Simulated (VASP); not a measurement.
## Mg3H3O4 (a cell with a defect): single point with PBEsol

The system is Mg3H3O4 (a cell with a defect).

```
CELL_PARAMETERS angstrom
4.59751 -2.65438 0.00000
0.00000 5.30875 0.00000
0.00000 0.00000 7.28445
ATOMIC_POSITIONS crystal
Mg 0.37665 0.33333 0.84635
Mg 0.01429 0.69369 0.84916
Mg 0.65394 0.97298 0.84916
Mg 0.02893 0.33333 0.14387
Mg 0.67543 0.65811 0.17671
Mg 0.35065 0.00855 0.17671
H 0.84496 0.33333 0.36954
H 0.67278 0.64057 0.56050
H 0.36555 0.02610 0.56050
H 0.29158 0.33333 0.44072
H 0.03004 0.69175 0.46008
H 0.67162 0.97492 0.46008
O 0.68094 0.66659 0.69308
O 0.34769 0.00008 0.69308
O 0.33461 0.33333 0.31136
O 0.97409 0.60437 0.33778
O 0.70305 0.06230 0.33778
O 0.68461 0.33333 0.00715
O 0.33490 0.66287 0.99930
O 0.00536 0.00379 0.99930
```

```json
{"Program": "VASP 6.6.1", "Task": "single point", "Functional": "PBEsol", "Potentials or basis": "VASP PAW PBE potentials, release 64 (Mg, H, O)", "Cutoff": "520 eV", "k mesh": "6 × 6 × 4", "Occupations": "gaussian, width 0.05 eV", "Spin": "no spin polarisation", "Dipole correction": "no", "Charge": "2", "Further INCAR settings": "LREAL = Auto; ALGO = Normal; EDIFF = 1e-06; NBANDS = 49; NELECT = 64.0"}
```

```yaml
Largest_force: 0.752 eV/Å
```

Forces in eV/Å, atoms in the order of the input:
```
Mg   0.014 -0.008 -0.082
Mg  -0.054  0.107 -0.165
Mg  -0.120 -0.007 -0.165
Mg   0.106 -0.061  0.121
Mg   0.044  0.193  0.012
Mg  -0.145 -0.134  0.012
H   -0.651  0.376 -0.023
H   -0.076 -0.172 -0.083
H    0.112  0.152 -0.083
H   -0.038  0.022  0.132
H    0.162 -0.030  0.152
H    0.107 -0.125  0.152
O    0.015  0.087  0.122
O   -0.068 -0.057  0.122
O    0.200 -0.115 -0.234
O   -0.159 -0.086  0.012
O   -0.005  0.180  0.012
O    0.249 -0.144 -0.195
O    0.181 -0.040  0.091
O    0.125 -0.137  0.091
```

Levels at points of the mesh, in eV from the Fermi level:
| k point | band 30 | band 31 | band 32 | band 33 | band 34 | band 35 |
| --- | --- | --- | --- | --- | --- | --- |
| (0.00, 0.00, 0.00) | -0.60 | -0.30 | -0.23 | 2.93 | 5.94 | 6.65 |
| (0.50, 0.00, 0.00) | -0.78 | -0.75 | -0.65 | 4.73 | 5.83 | 6.77 |
| (0.00, 0.50, 0.00) | -0.77 | -0.65 | -0.62 | 4.72 | 5.80 | 7.10 |
| (0.00, 0.00, 0.50) | -0.59 | -0.32 | -0.25 | 3.82 | 4.84 | 6.76 |
| (0.50, 0.00, 0.50) | -0.82 | -0.72 | -0.65 | 4.78 | 6.04 | 6.38 |
| (0.00, 0.50, 0.50) | -0.86 | -0.63 | -0.56 | 4.80 | 5.97 | 6.61 |

Wall time 24 min on 1 thread of Intel Xeon 8259CL, on a shared host, peak memory 0.43 GiB.

Caveat: the cell carries a net charge on a neutralising background, which shifts energy and pressure; the cell is charged against a uniform background, so pressure and absolute levels hang on convention; the PAW data sets were made with another functional, which shifts forces and pressure a little.
